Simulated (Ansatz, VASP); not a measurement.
## One calculation of Sc, two programs

Contents of INCAR:

```
PREC     = Accurate       # precision mode
ENCUT    = 520            # plane-wave cutoff, eV
EDIFF    = 1E-6           # SCF threshold, eV
ISMEAR   = -1             # smearing method
SIGMA    = 0.05           # smearing width, eV
LREAL    = False          # projectors in reciprocal space
LASPH    = True           # aspherical terms in the spheres
NELM     = 60             # most SCF steps
ALGO     = Normal         # electronic algorithm
ISIF     = 2              # what is computed and relaxed
LWAVE    = False          # write WAVECAR
LCHARG   = False          # write CHGCAR
GGA      = PS             # functional
NBANDS   = 18             # bands
```

Contents of KPOINTS:

```
Automatic mesh
0
Gamma
  11 11 11
```

File POSCAR:

```
Sc
1.0
    0.0000000000      3.1299141298      3.1299141298
    3.1299141298      0.0000000000      3.1299141298
    3.1299141298      3.1299141298      0.0000000000
Sc
2
Direct
   -0.1250000000     -0.1250000000     -0.1250000000
    0.1250000000      0.1250000000      0.1250000000
```

Input for Ansatz:

```yaml
crystal:
  lattice:
    - [0.0, 3.1299141298, 3.1299141298]
    - [3.1299141298, 0.0, 3.1299141298]
    - [3.1299141298, 3.1299141298, 0.0]
  atoms:
    - { symbol: Sc, position: [-0.125, -0.125, -0.125] }
    - { symbol: Sc, position: [0.125, 0.125, 0.125] }
kpoints:
  mp_grid: { grid: [11, 11, 11] }
scf:
  occupations: { method: fermi_dirac, width: 0.05 }
hamiltonian:
  xc: pbesol
  pseudopotentials: { kind: all_electron, datasets: crystal }
output:
  forces: true
  stress: true
  eigenvalues: true
```

Change from the starting cell: volume scaled by 1, crystal datasets.

Alike in both runs: task single point; functional PBEsol; k mesh 11 × 11 × 11; occupations fermi-dirac, width 0.05 eV; no spin polarisation.

|  | VASP | Ansatz |
| --- | --- | --- |
| version | VASP 6.6.1 | Ansatz 0.2.0 |
| potentials or method | VASP PAW PBE potentials, release 64 (Sc_sv), cutoff 520 eV | all-electron PAW with datasets made for the crystal, scalar-relativistic |

```tsv
	VASP	Ansatz	Ansatz less VASP
pressure (GPa)	0.0	0.0	-0.03
```

VASP's potentials were made for PBE, not for PBEsol. Ansatz ran all-electron here, and VASP with PAW potentials.
